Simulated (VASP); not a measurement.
# Ti in VASP: further runs

Ti is run at these levels: PBE+D3(BJ); tasks: single point, relaxation of the atoms.

Everything below comes from runs of VASP 6.6.1. Logs are shortened: lines on timing, memory, paths and dates and some standing lists are left out, and cuts for length are marked.

## (1) The cell of the first run

The cell holds a slab with vacuum, 3 atoms: a = 2.855 Å, b = 2.855 Å, c = 18.662 Å, α = 90.00°, β = 90.00°, γ = 120.00°.

## (2) Single point, PBE+D3(BJ)

INCAR

```
SYSTEM = Ti
PREC = Accurate ; ENCUT = 520
EDIFF = 1E-6 ; ISMEAR = 0
SIGMA = 0.1 ; LREAL = .FALSE.
LASPH = .TRUE. ; NELM = 60
ALGO = Normal ; ISIF = 2
LWAVE = .FALSE. ; LCHARG = .FALSE.
LDIPOL = .TRUE. ; IDIPOL = 3
DIPOL = 0.5 0.5 0.496 ; GGA = PE
IVDW = 12 ; NBANDS = 25
```

KPOINTS

```
Automatic mesh
0
G
  12 12 1
  0 0 0
```

POSCAR

```
Ti
1.0
    2.8549805717      0.0000000000      0.0000000000
   -1.4274902859      2.4724857024      0.0000000000
    0.0000000000      0.0000000000     18.6621637508
Ti
3
Direct
    0.6666666667      0.3333333333      0.3750904822
    0.3333333333      0.6666666667      0.4956488661
    0.0000000000      0.0000000000      0.6158590978
```

Potentials or basis: VASP PAW PBE potentials, release 64 (Ti_sv).

The run is started by

```console
$ cat potpaw_PBE.64/Ti_sv/POTCAR > POTCAR
$ mpirun -np 1 vasp_std > vasp.out
```

OUTCAR:

```text
SYSTEM = Ti
   PREC = Accurate
   ENCUT = 520
   EDIFF = 1E-6
   ISMEAR = 0
   LREAL = .FALSE.
   LASPH = .TRUE.
   NELM = 60
   ISIF = 2
   GGA = PE
   IVDW = 12
 IVDW          = 12

 ion  position               nearest neighbor table
   1  0.667  0.333  0.375-   2 2.79   2 2.79   2 2.79
   2  0.333  0.667  0.496-   3 2.78   3 2.78   3 2.78   1 2.79   1 2.79   1 2.79
   3  0.000  0.000  0.616-   2 2.78   2 2.78   2 2.78

  LATTYP: Found a hexagonal cell.
 ALAT       =     2.8549805717
 C/A-ratio  =     6.5367042900

  Lattice vectors:

 A1 = (   2.8549805717,   0.0000000000,   0.0000000000)
 A2 = (  -1.4274902859,   2.4724857024,   0.0000000000)
 A3 = (   0.0000000000,   0.0000000000,  18.6621637508)

Analysis of symmetry for initial positions (statically):
=====================================================================
 Subroutine PRICEL returns:
 Original cell was already a primitive cell.

 Routine SETGRP: Setting up the symmetry group for a
 hexagonal supercell.

 Subroutine GETGRP returns: Found  6 space group operations
 (whereof  6 operations were pure point group operations)
 out of a pool of 24 trial point group operations.

The static configuration has the point symmetry C_3v.

Analysis of symmetry for dynamics (positions and initial velocities):
=====================================================================
 Subroutine PRICEL returns:
 Original cell was already a primitive cell.

 Routine SETGRP: Setting up the symmetry group for a
 hexagonal supercell.

 Subroutine GETGRP returns: Found  6 space group operations
 (whereof  6 operations were pure point group operations)
 out of a pool of 24 trial point group operations.

The dynamic configuration has the point symmetry C_3v.

 Subroutine INISYM returns: Found  6 space group operations
 (whereof  6 operations are pure point group operations),
 and found     1 'primitive' translations

----------------------------------------------------------------------------------------

                                     Primitive cell

  volume of cell :     131.7343

  direct lattice vectors                    reciprocal lattice vectors
     2.854980572  0.000000000  0.000000000     0.350265081  0.202225639  0.000000000
    -1.427490286  2.472485702  0.000000000     0.000000000  0.404451277  0.000000000
     0.000000000  0.000000000 18.662163751     0.000000000  0.000000000  0.053584355

  length of vectors
     2.854980572  2.854980572 18.662163751     0.404451277  0.404451277  0.053584355

[... 82 lines left out ...]
   ISIF   =      2    stress and relaxation
   ISYM   =      2    0-nonsym 1-usesym 2-fastsym
   POTIM  = 0.5000    time-step for ionic-motion
   TEBEG  =    0.0;   TEEND  =   0.0 temperature during run
   PSTRESS=    0.0 pullay stress
   NELECT =      36.0000    total number of electrons
   NUPDOWN=      -1.0000    fix difference up-down
   EMIN   =  10.00;   EMAX   =-10.00  energy-range for DOS
   EFERMI =   0.00;   METHOD = LEGACY
   ISMEAR =     0;   SIGMA  =   0.10  broadening in eV -4-tet -1-fermi 0-gaus
   EFERMI_NEDOS =   21; number of points for ismear=-14 and -15
   IALGO  =     38    algorithm
   IMIX   =      4    mixing-type and parameters
     AMIX     =   0.40;   BMIX     =  1.00
     AMIX_MAG =   1.60;   BMIX_MAG =  1.00
  volume/ion in A,a.u.               =      43.91       296.33
  Fermi-wavevector in a.u.,A,eV,Ry     =   1.062371  2.007589 15.355959  1.128631
  Thomas-Fermi vector in A             =   2.197819
   LORBIT       =      0    0 simple, 1 ext, 2 COOP (PROOUT), +10 PAW based schemes
   GGA     = PE    functional components
   LHFCALC =     F    Hartree Fock is set to
   AEXX    =    0.0000 exact exchange contribution
   IVDW    =    12    specifies the selected vdW correction
   LEPSILON=     F    determine dielectric tensor
   LRPA    =     F    only Hartree local field effects (RPA)
 non-spin polarized calculation
 Gauss-broadening in eV      SIGMA  =   0.10
  energy-cutoff  :      520.00
  volume of cell :      131.73
 maximum number of plane-waves:      3573
 NGX is ok and might be reduce to    24
   NGX = 11   NGY = 11   NGZ = 69

 dipolmoment           0.000000      0.000000      0.009159 electrons x Angstroem

 number of electron      36.0000007 magnetization

 dipolmoment           0.000000      0.000000     -0.000100 electrons x Angstroem

 Free energy of the ion-electron system (eV)
  ---------------------------------------------------
  ext. energy  EPLUGINS =         0.00000000
  ---------------------------------------------------
  free energy    TOTEN  =       -21.64037085 eV

  energy without entropy =      -21.61073047  energy(sigma->0) =      -21.62555066

 E-fermi :   0.5795     XC(G=0):  -5.4827

 val. band max:        0.5692681894   @ k =   0.0833   0.0833   0.0000
 cond. band min:       0.5853450282   @ k =   0.2500   0.2500   0.0000
 fundamental gap:      0.0160768388
 Fermi energy:         0.5794631802

 k-point     1 :       0.0000    0.0000    0.0000
  band No.  band energies     occupation
      1     -56.2023      2.00000
      2     -56.1871      2.00000
      3     -55.8673      2.00000
      4     -32.6806      2.00000
      5     -32.4641      2.00000
      6     -32.1070      2.00000
[... 521 lines left out ...]
     24       2.8703      0.00000
     25       3.5092      0.00000

------------------------ aborting loop because EDIFF is reached ----------------------------------------

 vacuum level on the upper side and lower side of the slab       (xc-potential included)        -0.233        -0.221

 Edisp (eV)   -1.29270

 E8    (eV) :    -0.6414

  FORCE on cell =-STRESS in cart. coord.  units (eV):
  Direction    XX          YY          ZZ          XY          YZ          ZX
  --------------------------------------------------------------------------------------
  -------------------------------------------------------------------------------------
  Total      -0.50200    -0.50200    -0.10200     0.00000     0.00000     0.00000
  in kB      -6.10536    -6.10536    -1.24050     0.00000     0.00000     0.00000
  external pressure =       -4.48 kB  Pullay stress =        0.00 kB

 VOLUME and BASIS-vectors are now :
 -----------------------------------------------------------------------------
  energy-cutoff  :      520.00
  volume of cell :      131.73
      direct lattice vectors                 reciprocal lattice vectors
     2.854980572  0.000000000  0.000000000     0.350265081  0.202225639  0.000000000
    -1.427490286  2.472485702  0.000000000     0.000000000  0.404451277  0.000000000
     0.000000000  0.000000000 18.662163751     0.000000000  0.000000000  0.053584355

 POSITION                                       TOTAL-FORCE (eV/Angst)
 -----------------------------------------------------------------------------------
      1.42749      0.82416      7.00000        -0.000000     -0.000000      0.025490
     -0.00000      1.64832      9.24988         0.000000      0.000000     -0.021318
      0.00000      0.00000     11.49326         0.000000      0.000000     -0.004172
 -----------------------------------------------------------------------------------
    total drift:                               -0.000000     -0.000000      0.000204

  FREE ENERGIE OF THE ION-ELECTRON SYSTEM (eV)
  ---------------------------------------------------
  free  energy   TOTEN  =       -22.9330740825 eV

  energy  without entropy=      -22.9034337057  energy(sigma->0) =      -22.91825389

 vacuum level on the upper side and lower side of the slab         5.040         5.052
```

stdout:

```text
POSCAR found type information on POSCAR Ti
 POSCAR found :  1 types and       3 ions
 scaLAPACK will be used
 LDA part: xc-table for (Slater+PW92), standard interpolation
 POSCAR, INCAR and KPOINTS ok, starting setup
 FFT: planning ... GRIDC
 FFT: planning ... GRID_SOFT
 FFT: planning ... GRID
 WAVECAR not read
 entering main loop
```

Wall time 2.6 min (1 thread of Intel Xeon 8259CL, shared host); peak memory 0.28 GiB.

What came out:

```yaml
Free_energy: -22.9331 eV
Largest_force: 0.025 eV/Å
Band_gap_on_the_k_mesh: zero (bands 18 and 19 overlap by 1.00 eV)
Dispersion_energy_per_atom: -0.431 eV
```

Forces in eV/Å, atoms in the order of the input:
```
Ti   0.000  0.000  0.025
Ti   0.000  0.000 -0.021
Ti   0.000  0.000 -0.004
```

## (3) Relaxation of the atoms, PBE+D3(BJ)

INCAR

```
ALGO = Normal
DIPOL = 0.5 0.5 0.500
EDIFF = 1E-6
EDIFFG = -0.03
ENCUT = 520
GGA = PE
IBRION = 2
IDIPOL = 3
ISIF = 2
ISMEAR = 0
IVDW = 12
LASPH = True
LCHARG = False
LDIPOL = True
LREAL = False
LWAVE = False
NELM = 80
NSW = 70
PREC = Accurate
SIGMA = 0.1
```

KPOINTS

```
k-points
0
Gamma
  12 12 1
```

POSCAR

```
Ti
1.0
    2.8549805717      0.0000000000      0.0000000000
   -1.4274902859      2.4724857024      0.0000000000
    0.0000000000      0.0000000000     18.6621637508
Ti
3
Selective dynamics
Direct
    0.6666666667      0.3333333333      0.3750904822  F F F
    0.3333333333      0.6666666667      0.5000000000  T T T
    0.0000000000      0.0000000000      0.6249095178  T T T
```

Potentials or basis: VASP PAW PBE potentials, release 64 (Ti_sv).

The run is started by

```console
$ cat potpaw_PBE.64/Ti_sv/POTCAR > POTCAR
$ mpirun -np 1 vasp_std > vasp.out
```

Run time: 12 min. Hardware: 1 thread of Intel Xeon 8259CL, shared host; peak memory 0.3 GiB.

Results (log left out):

```yaml
Free_energy: -22.9332 eV
Energy_gained_by_relaxing: 10.5 meV/atom
Ionic_steps: 10
Band_gap_on_the_k_mesh: zero (bands 18 and 19 overlap by 1.00 eV)
Dispersion_energy_per_atom: -0.431 eV
```

Step by step:
| step | energy change (eV) | largest force on free atoms (eV/Å) | pressure (GPa) |
| --- | --- | --- | --- |
| 1 | 0.0000 | 0.3433 | -1.57 |
| 2 | -0.0053 | 0.2942 | -1.47 |
| 3 | -0.0159 | 0.1787 | -1.13 |
| 4 | -0.0089 | 0.5447 | -0.37 |
| 5 | -0.0181 | 0.2753 | -0.92 |
| 6 | -0.0242 | 0.1998 | -0.81 |
| 7 | -0.0310 | 0.0708 | -0.40 |
| 8 | -0.0312 | 0.0337 | -0.47 |
| 9 | -0.0312 | 0.0334 | -0.46 |
| 10 | -0.0314 | 0.0051 | -0.40 |

Final structure:
```
Ti
1.0
     2.85498    0.00000    0.00000
    -1.42749    2.47249    0.00000
     0.00000    0.00000   18.66216
Ti
3
Direct
  0.66667 0.33333 0.37509
  0.33333 0.66667 0.49525
  0.00000 0.00000 0.61551
```

Levels at points of the mesh, in eV from the Fermi level:
```
           k point  band 14  band 15  band 16  band 17  band 18  band 19  band 20  band 21  band 22
(0.00, 0.00, 0.00)    -4.29    -3.05    -0.09    -0.08     0.74     0.74     0.80     0.82     0.99
(0.50, 0.00, 0.00)    -2.36    -1.92    -1.66    -0.93     0.37     0.60     0.96     1.21     1.83
```
